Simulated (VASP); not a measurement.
Here is a VASP 6.6.1 calculation.

The input POSCAR:

```
CaSe
1.0
    3.5980674063      0.0000000000      0.0000000000
    0.0000000000      3.5980674063      0.0000000000
    0.0000000000      0.0000000000      3.5980674063
Ca Se
1 1
Direct
    0.0000000000      0.0000000000      0.0000000000
    0.5000000000      0.5000000000      0.5000000000
```

File INCAR.step1:

```
  ALGO = Normal
  EDIFF = 1E-4
  ENCUT = 520
  GGA = PE
  ISMEAR = 0
  LASPH = True
  LCHARG = False
  LREAL = False
  LWAVE = True
  NBANDS = 15
  NELM = 80
  PREC = Accurate
  SIGMA = 0.01
```

File INCAR.step2:

```
  ALGO = Normal
  EDIFF = 1E-6
  ENCUT = 520
  ISIF = 2
  ISMEAR = 0
  ISTART = 1
  LASPH = True
  LCHARG = False
  LMIXTAU = True
  LREAL = False
  LWAVE = False
  METAGGA = R2SCAN
  NBANDS = 15
  NELM = 80
  PREC = Accurate
  SIGMA = 0.01
```

Contents of KPOINTS:

```
k-points
0
Gamma
  6 6 6
```

Potentials or basis: VASP PAW PBE potentials, release 64 (Ca_sv, Se).

The run is started by

```bash
$ cat potpaw_PBE.64/Ca_sv/POTCAR potpaw_PBE.64/Se/POTCAR > POTCAR
$ cp INCAR.step1 INCAR
$ mpirun -np 1 vasp_std > vasp.out
$ cp INCAR.step2 INCAR
$ mpirun -np 1 vasp_std > vasp.out
```

Question: Estimate the pressure.

Answer: 2.0 GPa.

Question: Predict the band gap on the k mesh.

Answer: 1.19 eV, direct.

Caveat: the PAW data sets were made with another functional, which shifts forces and pressure a little. A k mesh can miss the band edges.
